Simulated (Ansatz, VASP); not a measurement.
**Two plane-wave programs on Os**

The input INCAR:

```
SYSTEM = Os
  PREC = Accurate
  ENCUT = 520
  EDIFF = 1E-6
  ISMEAR = 1
  SIGMA = 0.03
  LREAL = .FALSE.
  LASPH = .TRUE.
  NELM = 80
  ALGO = Normal
  ISIF = 2
  LWAVE = .FALSE.
  LCHARG = .FALSE.
  GGA = PE
  NBANDS = 15
```

KPOINTS

```
regular mesh
0
G
  13 13 7
  0 0 0
```

POSCAR

```
Os
1.0
    2.7559294133      0.0000000000      0.0000000000
   -1.3779647066      2.3867048830      0.0000000000
    0.0000000000      0.0000000000      4.3426533301
Os
2
Direct
    0.3333333333      0.6666666667      0.2500000000
    0.6666666667      0.3333333333      0.7500000000
```

Input for Ansatz:

```yaml
crystal:
  lattice:
    - [2.7559294133, 0.0, 0.0]
    - [-1.3779647066, 2.386704883, 0.0]
    - [0.0, 0.0, 4.3426533301]
  atoms:
    - { symbol: Os, position: [0.3333333333, 0.6666666667, 0.25] }
    - { symbol: Os, position: [0.6666666667, 0.3333333333, 0.75] }
hamiltonian:
  xc: pbe
  pseudopotentials:
    kind: paw
    azcp:
      Os: "pseudopotentials/Os.paw.azcp"
basis:
  ecutwfc: 420
  fft_grid_basis: typed
kpoints:
  mp_grid: { grid: [13, 13, 7], shift: [0, 0, 0] }
magnetization:
  spin_polarized: false
scf:
  occupations: { method: cold, width: 0.03 }
  lower_state_search: "off"
output:
  stress: true
  write_density: true
  write_potential: true
  elf: true
  volumetric_format: npy
```

Alike in both runs: task single point; functional PBE; k mesh 13 × 13 × 7; no spin polarisation.

|  | VASP | Ansatz |
| --- | --- | --- |
| version | VASP 6.6.1 | Ansatz 0.2.0 |
| potentials or method | VASP PAW PBE potentials, release 64 (Os), cutoff 520 eV | plane waves (420 eV) with PAW, scalar-relativistic |
| occupations | methfessel-paxton of order 1, width 0.03 eV | cold, width 0.03 eV |
| valence electrons in the cell | 16 | 32 |

Ansatz gave:

```
pressure (GPa)                                                : -0.3
traceless stress, the component that is largest in VASP (GPa) : -0.26
```

Task: Estimate VASP's values.

Result: Pressure (GPa): -0.4; traceless stress, the component that is largest in VASP (GPa): -0.34.

VASP's potentials hold 16 valence electrons a cell and Ansatz's 32, so a difference there can come from the potentials and not from the codes.

Neither program's run includes spin-orbit coupling.
